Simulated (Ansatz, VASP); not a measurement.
# InSe: VASP beside Ansatz

```
In Se
1.0
     4.03177    0.00000    0.00000
    -2.01589    3.49162    0.00000
     0.00000    0.00000   16.76238
In Se
4 4
Direct
  0.33333 0.66667 0.16666
  0.66667 0.33333 0.66666
  0.33333 0.66667 0.33334
  0.66667 0.33333 0.83334
  0.33333 0.66667 0.58987
  0.66667 0.33333 0.08987
  0.33333 0.66667 0.91013
  0.66667 0.33333 0.41013
```

Alike in both runs: functional PBE; dispersion D3(BJ); k mesh 12 × 12 × 2; occupations gaussian, width 0.02 eV; no spin polarisation.

Ansatz relaxed the structure, and its values are those at the end. VASP's run is a single point on that final structure, the one shown.

|  | VASP | Ansatz |
| --- | --- | --- |
| version | VASP 6.6.1 | Ansatz 0.2.0 |
| potentials or method | VASP PAW PBE potentials, release 64 (In_d, Se), cutoff 520 eV | scalar-relativistic, plane waves, PAW |
| valence electrons in the cell | 76 | 116 |

|  | VASP | Ansatz | Ansatz less VASP |
| --- | --- | --- | --- |
| gap on the k mesh at the Fermi level (eV) | 0.36 | 0.37 | +0.013 |
| least direct gap on the mesh (eV) | 0.36 | 0.37 | +0.013 |
| pressure (GPa) | 0.0 | 0.0 | -0.04 |
| rms of the force components (eV/Å) | 0.008 | 0.001 | -0.0074 |

VASP's potentials hold 76 valence electrons a cell and Ansatz's 116, so a difference there can come from the potentials and not from the codes.
